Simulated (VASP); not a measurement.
# AgRh (P-6m2) in VASP: settings compared

Aim: see how the results for AgRh move with the level of theory and the settings. Levels: BLYP, r2SCAN, HSE06. Tasks: relaxation of cell and atoms, single point.

All numbers are computed with VASP 6.6.1; they aren't measurements. Logs are shortened: lines on timing, memory, paths and dates and some standing lists are left out, and cuts for length are marked.

## Step 1: The cell of the first run

Symmetry: P-6m2, No. 187, hexagonal system. Conventional cell: a = 2.778 Å, b = 2.778 Å, c = 4.809 Å, α = 90.00°, β = 90.00°, γ = 120.00°. Ag (site symmetry -6m2) has 6 Ag at 2.78 Å and 6 Rh at 2.89 Å within 3.7 Å. Rh (site symmetry -6m2) has 6 Rh at 2.78 Å and 6 Ag at 2.89 Å within 3.7 Å.

## Step 2: Relaxation of cell and atoms, BLYP

File INCAR:

```
SYSTEM = AgRh
AGGAC = 1.0
AGGAX = 1.0
ALDAC = 0.0
ALDAX = 1.0
ALGO = Normal
EDIFF = 1E-7
EDIFFG = -0.01
ENCUT = 600
GGA = B5
IBRION = 2
ISIF = 3
ISMEAR = -1
LASPH = .True.
LCHARG = .False.
LREAL = .False.
LWAVE = .False.
NELM = 100
NSW = 60
PREC = Accurate
SIGMA = 0.05
```

File KPOINTS:

```
k-points
0
Gamma
  11 11 6
  0 0 0
```

File POSCAR:

```
AgRh
1.0
    2.7775881998      0.0000000000      0.0000000000
   -1.3887940999      2.4054619423      0.0000000000
    0.0000000000      0.0000000000      4.8086020000
Ag Rh
1 1
Direct
    0.0000000000      0.0000000000      0.5000000000
    0.6666666667      0.3333333333      0.0000000000
```

Potentials or basis: VASP PAW PBE potentials, release 64 (Ag, Rh_pv).

The run is started by

```console
$ cat potpaw_PBE.64/Ag/POTCAR potpaw_PBE.64/Rh_pv/POTCAR > POTCAR
$ mpirun -np 1 vasp_std > vasp.out
```

OUTCAR:

```text
SYSTEM = AgRh
   EDIFF = 1E-7
   EDIFFG = -0.01
   ENCUT = 600
   GGA = B5
   IBRION = 2
   ISIF = 3
   ISMEAR = -1
   LASPH = .True.
   LREAL = .False.
   NELM = 100
   NSW = 60
   PREC = Accurate

 ion  position               nearest neighbor table
   1  0.000  0.000  0.500-   2 2.89   2 2.89   2 2.89   2 2.89   2 2.89   2 2.89
   2  0.667  0.333  0.000-   1 2.89   1 2.89   1 2.89   1 2.89   1 2.89   1 2.89

  LATTYP: Found a hexagonal cell.
 ALAT       =     2.7775881998
 C/A-ratio  =     1.7312148721

  Lattice vectors:

 A1 = (   2.7775881998,   0.0000000000,   0.0000000000)
 A2 = (  -1.3887940999,   2.4054619423,   0.0000000000)
 A3 = (   0.0000000000,   0.0000000000,   4.8086020000)

Analysis of symmetry for initial positions (statically):
=====================================================================
 Subroutine PRICEL returns:
 Original cell was already a primitive cell.

 Routine SETGRP: Setting up the symmetry group for a
 hexagonal supercell.

 Subroutine GETGRP returns: Found 12 space group operations
 (whereof 12 operations were pure point group operations)
 out of a pool of 24 trial point group operations.

The static configuration has the point symmetry D_3h.

Analysis of symmetry for dynamics (positions and initial velocities):
=====================================================================
 Subroutine PRICEL returns:
 Original cell was already a primitive cell.

 Routine SETGRP: Setting up the symmetry group for a
 hexagonal supercell.

 Subroutine GETGRP returns: Found 12 space group operations
 (whereof 12 operations were pure point group operations)
 out of a pool of 24 trial point group operations.

The dynamic configuration has the point symmetry D_3h.

 Subroutine INISYM returns: Found 12 space group operations
 (whereof 12 operations are pure point group operations),
 and found     1 'primitive' translations

----------------------------------------------------------------------------------------

                                     Primitive cell

  volume of cell :      32.1281

  direct lattice vectors                    reciprocal lattice vectors
     2.777588200  0.000000000  0.000000000     0.360024571  0.207860283  0.000000000
    -1.388794100  2.405461942  0.000000000     0.000000000  0.415720566  0.000000000
     0.000000000  0.000000000  4.808602000     0.000000000  0.000000000  0.207960651

  length of vectors
     2.777588200  2.777588200  4.808602000     0.415720566  0.415720566  0.207960651

  position of ions in fractional coordinates (direct lattice)
     0.000000000  0.000000000  0.500000000
     0.666666667  0.333333333  0.000000000

  ion indices of the primitive-cell ions
   primitive index   ion index
                 1           1
                 2           2

----------------------------------------------------------------------------------------

 KPOINTS: k-points

Automatic generation of k-mesh.
 Grid dimensions read from file:
 generate k-points for:   11   11    6

 Generating k-lattice:

  Cartesian coordinates                     Fractional coordinates (reciprocal lattice)
     0.032729506  0.018896389  0.000000000     0.090909091  0.000000000  0.000000000
     0.000000000  0.037792779  0.000000000     0.000000000  0.090909091  0.000000000
     0.000000000  0.000000000  0.034660108     0.000000000  0.000000000  0.166666667

  Length of vectors
     0.037792779  0.037792779  0.034660108

  Shift w.r.t. Gamma in fractional coordinates (k-lattice)
     0.000000000  0.000000000  0.000000000

 Subroutine IBZKPT returns following result:
 ===========================================

 Found     64 irreducible k-points:

 Following reciprocal coordinates:
            Coordinates               Weight
  0.000000  0.000000  0.000000      1.000000
  0.090909  0.000000  0.000000      6.000000
  0.181818  0.000000  0.000000      6.000000
  0.272727  0.000000  0.000000      6.000000
  0.363636  0.000000  0.000000      6.000000
  0.454545  0.000000  0.000000      6.000000
[... 16 lines left out ...]
  0.090909  0.090909  0.166667     12.000000
  0.181818  0.090909  0.166667     24.000000
 [... further k-points ...]
   k-points           NKPTS =     64   k-points in BZ     NKDIM =     64   number of bands    NBANDS=     17
   number of dos      NEDOS =    301   number of ions     NIONS =      2
   total plane-waves  NPLWV =  23040
   dimension x,y,z NGX =    24 NGY =   24 NGZ =   40
   dimension x,y,z NGXF=    48 NGYF=   48 NGZF=   80
   ions per type =               1   1
   NGX,Y,Z   is equivalent  to a cutoff of  14.36, 14.36, 13.83 a.u.
   NGXF,Y,Z  is equivalent  to a cutoff of  28.73, 28.73, 27.66 a.u.
 SYSTEM =  AgRh
   PREC   = accura    normal or accurate (medium, high low for compatibility)
   ISTART =      0    job   : 0-new  1-cont  2-samecut
   ICHARG =      2    charge: 1-file 2-atom 10-const
   ISPIN  =      1    spin polarized calculation?
   LNONCOLLINEAR =      F non collinear calculations
   LSORBIT =      F    spin-orbit coupling
   LASPH  =      T    aspherical Exc in radial PAW
   ENCUT  =  600.0 eV  44.10 Ry    6.64 a.u.   5.55  5.55  9.60*2*pi/ulx,y,z
   NELM   =    100;   NELMIN=  2; NELMDL= -5     # of ELM steps
   EDIFF  = 0.1E-06   stopping-criterion for ELM
   LREAL  =      F    real-space projection
   EDIFFG = -.1E-01   stopping-criterion for IOM
   NSW    =     60    number of steps for IOM
   IBRION =      2    ionic relax: 0-MD 1-quasi-New 2-CG
   NFREE  =      1    steps in history (QN), initial steepest desc. (CG)
   ISIF   =      3    stress and relaxation
   ISYM   =      2    0-nonsym 1-usesym 2-fastsym
   POTIM  = 0.5000    time-step for ionic-motion
   TEBEG  =    0.0;   TEEND  =   0.0 temperature during run
   PSTRESS=    0.0 pullay stress
   NELECT =      26.0000    total number of electrons
   NUPDOWN=      -1.0000    fix difference up-down
   EMIN   =  10.00;   EMAX   =-10.00  energy-range for DOS
   EFERMI =   0.00;   METHOD = LEGACY
   ISMEAR =    -1;   SIGMA  =   0.05  broadening in eV -4-tet -1-fermi 0-gaus
   EFERMI_NEDOS =   21; number of points for ismear=-14 and -15
   IALGO  =     38    algorithm
   IMIX   =      4    mixing-type and parameters
     AMIX     =   0.40;   BMIX     =  1.00
     AMIX_MAG =   1.60;   BMIX_MAG =  1.00
  volume/ion in A,a.u.               =      16.06       108.41
  Fermi-wavevector in a.u.,A,eV,Ry     =   1.525589  2.882945 31.666497  2.327422
  Thomas-Fermi vector in A             =   2.633739
   LORBIT       =      0    0 simple, 1 ext, 2 COOP (PROOUT), +10 PAW based schemes
   GGA     = B5    functional components
   LHFCALC =     F    Hartree Fock is set to
   AEXX    =    0.0000 exact exchange contribution
   IVDW    =     0    specifies the selected vdW correction
   LEPSILON=     F    determine dielectric tensor
   LRPA    =     F    only Hartree local field effects (RPA)
 conjugate gradient relaxation of ions
 non-spin polarized calculation
  energy-cutoff  :      600.00
  volume of cell :       32.13
 maximum number of plane-waves:      1099
 NGX is ok and might be reduce to    24
   NGX = 11   NGY = 11   NGZ = 19

--------------------------------------- Ionic step        1  -------------------------------------------

 number of electron      26.0000002 magnetization

 Free energy of the ion-electron system (eV)
  ---------------------------------------------------
  ext. energy  EPLUGINS =         0.00000000
  ---------------------------------------------------
  free energy    TOTEN  =        -7.75145399 eV

  energy without entropy =       -7.72410230  energy(sigma->0) =       -7.73777814

------------------------ aborting loop because EDIFF is reached ----------------------------------------

  FORCE on cell =-STRESS in cart. coord.  units (eV):
  Direction    XX          YY          ZZ          XY          YZ          ZX
  --------------------------------------------------------------------------------------
  -------------------------------------------------------------------------------------
  Total        1.5059046      1.5059046      1.3303204     -0.0000000      0.0000000      0.0000000
  in kB       75.0970478     75.0970478     66.3409442     -0.0000000      0.0000000      0.0000000
  external PRESSURE =      72.1783466 kB  Pullay stress =       0.0000000 kB

 VOLUME and BASIS-vectors are now :
 -----------------------------------------------------------------------------
  energy-cutoff  :      600.00
  volume of cell :       32.13
      direct lattice vectors                 reciprocal lattice vectors
     2.777588200  0.000000000  0.000000000     0.360024571  0.207860283  0.000000000
    -1.388794100  2.405461942  0.000000000     0.000000000  0.415720566  0.000000000
     0.000000000  0.000000000  4.808602000     0.000000000  0.000000000  0.207960651
[... 145 lines left out ...]
 POSITION                                       TOTAL-FORCE (eV/Angst)
 -----------------------------------------------------------------------------------
     -0.00000     -0.00000      2.44502        -0.000000     -0.000000     -0.000000
      1.41143      0.81489      0.00000         0.000000      0.000000      0.000000
 -----------------------------------------------------------------------------------
    total drift:                               -0.000000      0.000000      0.000000

  FREE ENERGIE OF THE ION-ELECTRON SYSTEM (eV)
  ---------------------------------------------------
  free  energy   TOTEN  =        -7.7863845230 eV

  energy  without entropy=       -7.7572768381  energy(sigma->0) =       -7.77183068

--------------------------------------- Ionic step        6  -------------------------------------------

 number of electron      26.0000002 magnetization

 Free energy of the ion-electron system (eV)
  ---------------------------------------------------
  ext. energy  EPLUGINS =         0.00000000
  ---------------------------------------------------
  free energy    TOTEN  =        -7.78641195 eV

  energy without entropy =       -7.75731000  energy(sigma->0) =       -7.77186098

 E-fermi :   8.6148     XC(G=0): -11.8905

 val. band max:        8.6074941259   @ k =   0.2727   0.0000   0.0000
 cond. band min:       8.6276100742   @ k =   0.3636   0.2727   0.5000
 fundamental gap:      0.0201159483
 Fermi energy:         8.6148436033

 k-point     1 :       0.0000    0.0000    0.0000
  band No.  band energies     occupation
      1     -36.7826      2.00000
      2     -36.7826      2.00000
      3     -36.7339      2.00000
      4       1.9136      2.00000
      5       3.1719      2.00000
      6       4.4373      2.00000
[... 9 lines left out ...]
     16      13.5808      0.00000
     17      25.5109      0.00000
[... 441 lines left out ...]
 k-point    24 :       0.1818    0.0909    0.1667
  band No.  band energies     occupation
      1     -36.9395      2.00000
      2     -36.8281      2.00000
      3     -36.7126      2.00000
      4       3.4099      2.00000
      5       3.8660      2.00000
      6       4.1827      2.00000
[... 9 lines left out ...]
     16      15.9051      0.00000
     17      21.3369      0.00000

 [... further k-points ...]

------------------------ aborting loop because EDIFF is reached ----------------------------------------

  FORCE on cell =-STRESS in cart. coord.  units (eV):
  Direction    XX          YY          ZZ          XY          YZ          ZX
  --------------------------------------------------------------------------------------
  -------------------------------------------------------------------------------------
  Total        0.0113003      0.0113003      0.0121065      0.0000000      0.0000000      0.0000000
  in kB        0.5363936      0.5363936      0.5746597      0.0000000      0.0000000      0.0000000
  external PRESSURE =       0.5491490 kB  Pullay stress =       0.0000000 kB

 VOLUME and BASIS-vectors are now :
 -----------------------------------------------------------------------------
  energy-cutoff  :      600.00
  volume of cell :       33.75
      direct lattice vectors                 reciprocal lattice vectors
     2.821587188 -0.000000000  0.000000000     0.354410455  0.204618972  0.000000000
    -1.410793594  2.443566183  0.000000000     0.000000000  0.409237944  0.000000000
    -0.000000000 -0.000000000  4.895532495    -0.000000000 -0.000000000  0.204267871

 POSITION                                       TOTAL-FORCE (eV/Angst)
 -----------------------------------------------------------------------------------
     -0.00000     -0.00000      2.44777        -0.000000     -0.000000      0.000000
      1.41079      0.81452      0.00000         0.000000      0.000000      0.000000
 -----------------------------------------------------------------------------------
    total drift:                               -0.000000      0.000000      0.000000

  FREE ENERGIE OF THE ION-ELECTRON SYSTEM (eV)
  ---------------------------------------------------
  free  energy   TOTEN  =        -7.7864119514 eV

  energy  without entropy=       -7.7573099997  energy(sigma->0) =       -7.77186098

 reached required accuracy - stopping structural energy minimisation
```

Run time: 2.3 min. Hardware: 1 thread of Intel Xeon Platinum 8488C (Sapphire Rapids), shared host; peak memory 0.2 GiB.

Results:

| Item | Value |
| --- | --- |
| Free energy | -7.7864 eV |
| Relaxed volume | 16.88 Å³/atom |
| Relaxed cell | a = 2.822 Å, b = 2.822 Å, c = 4.896 Å, α = 90.00°, β = 90.00°, γ = 120.00° |
| Space group after relaxing (to 0.1 Å) | P-6m2 (No. 187) |
| Energy gained by relaxing | 17.5 meV/atom |
| Ionic steps | 6 |
| Pressure after relaxing | 0.1 GPa |
| Band gap on the k mesh | zero (bands 13 and 14 overlap by 1.21 eV) |

Step by step:
| step | energy change (eV) | largest force (eV/Å) | pressure (GPa) | volume (Å³) |
| --- | --- | --- | --- | --- |
| 1 | 0.0000 | 0.0000 | 7.22 | 32.13 |
| 2 | 0.0017 | 0.0000 | -5.88 | 35.61 |
| 3 | -0.0348 | 0.0000 | -0.06 | 33.77 |
| 4 | -0.0348 | 0.0000 | 0.06 | 33.73 |
| 5 | -0.0349 | 0.0000 | 0.06 | 33.75 |
| 6 | -0.0350 | 0.0000 | 0.05 | 33.75 |

Final structure:
```
CELL_PARAMETERS angstrom
2.82159 0.00000 0.00000
-1.41079 2.44357 0.00000
0.00000 0.00000 4.89553
ATOMIC_POSITIONS crystal
Ag 0.00000 0.00000 0.50000
Rh 0.66667 0.33333 0.00000
```

Levels at points of the mesh, in eV from the Fermi level:
```tsv
k point	band 10	band 11	band 12	band 13	band 14	band 15	band 16	band 17
(0.00, 0.00, 0.00)	-3.03	-1.65	-1.65	0.13	0.13	0.52	4.97	16.90
(0.00, 0.00, 0.50)	-3.14	-2.21	-1.50	-1.50	0.09	0.09	11.29	12.15
```

Caveat: the PAW data sets were made with another functional, which shifts forces and pressure a little.

## Step 3: Relaxation of cell and atoms, r2SCAN

POSCAR is that of step 2.

File INCAR.step1:

```
SYSTEM = AgRh
PREC = Accurate
ENCUT = 600
ISMEAR = -1
SIGMA = 0.05
LREAL = .FALSE.
LASPH = .TRUE.
NELM = 100
GGA = PE
ALGO = Normal
EDIFF = 1E-4
LWAVE = .TRUE.
LCHARG = .FALSE.
```

File INCAR.step2:

```
SYSTEM = AgRh
PREC = Accurate
ENCUT = 600
EDIFF = 1E-7
ISMEAR = -1
SIGMA = 0.05
LREAL = .FALSE.
LASPH = .TRUE.
NELM = 100
ALGO = Normal
ISIF = 3
LWAVE = .FALSE.
LCHARG = .FALSE.
METAGGA = R2SCAN
LMIXTAU = .TRUE.
IBRION = 2
NSW = 60
EDIFFG = -0.01
ISTART = 1
```

File KPOINTS:

```
regular mesh
0
G
  11 11 6
  0 0 0
```

Potentials or basis: VASP PAW PBE potentials, release 64 (Ag, Rh_pv).

The run is started by

```console
$ cat potpaw_PBE.64/Ag/POTCAR potpaw_PBE.64/Rh_pv/POTCAR > POTCAR
$ cp INCAR.step1 INCAR
$ mpirun -np 1 vasp_std > vasp.out
$ cp INCAR.step2 INCAR
$ mpirun -np 1 vasp_std > vasp.out
```

Run time: 6.4 min. Hardware: 1 thread of Intel Xeon Platinum 8488C (Sapphire Rapids), shared host; peak memory 0.21 GiB.

Results (log left out):

| Property | Result |
| --- | --- |
| Free energy | -44.9688 eV |
| Relaxed volume | 15.43 Å³/atom |
| Relaxed cell | a = 2.746 Å, b = 2.746 Å, c = 4.725 Å, α = 90.00°, β = 90.00°, γ = 120.00° |
| Space group after relaxing (to 0.1 Å) | P-6m2 (No. 187) |
| Energy gained by relaxing | 12.6 meV/atom |
| Ionic steps | 6 |
| Pressure after relaxing | 0.1 GPa |
| Band gap on the k mesh | zero (bands 13 and 14 overlap by 1.48 eV) |

Step by step:
```tsv
step	energy change (eV)	largest force (eV/Å)	pressure (GPa)	volume (Å³)
1	0.0000	0.0000	-6.17	32.13
2	0.0235	0.0000	10.52	29.34
3	-0.0248	0.0000	-0.07	30.91
4	-0.0248	0.0000	0.07	30.89
5	-0.0252	0.0000	0.08	30.87
6	-0.0253	0.0000	0.09	30.86
```

Final structure:
```xyz
2
Lattice="2.7463 0.0000 0.0000 -1.3731 2.3783 0.0000 0.0000 0.0000 4.7253" Properties=species:S:1:pos:R:3 pbc="T T T"
Ag    0.0000    0.0000    2.3626
Rh    1.3731    0.7928    0.0000
```

Levels at points of the mesh, in eV from the Fermi level:
| k point | band 9 | band 10 | band 11 | band 12 | band 13 | band 14 | band 15 | band 16 | band 17 |
| --- | --- | --- | --- | --- | --- | --- | --- | --- | --- |
| (0.00, 0.00, 0.00) | -3.36 | -3.36 | -1.92 | -1.92 | 0.14 | 0.14 | 0.34 | 6.02 | 17.51 |
| (0.00, 0.00, 0.50) | -3.45 | -3.45 | -2.65 | -1.70 | -1.70 | 0.10 | 0.10 | 12.55 | 13.67 |

Caveat: the PAW data sets were made with another functional, which shifts forces and pressure a little.

(Part 1 of 2 ends here.)

The gap in the log of VASP goes by the Fermi energy; the results here count the filled bands.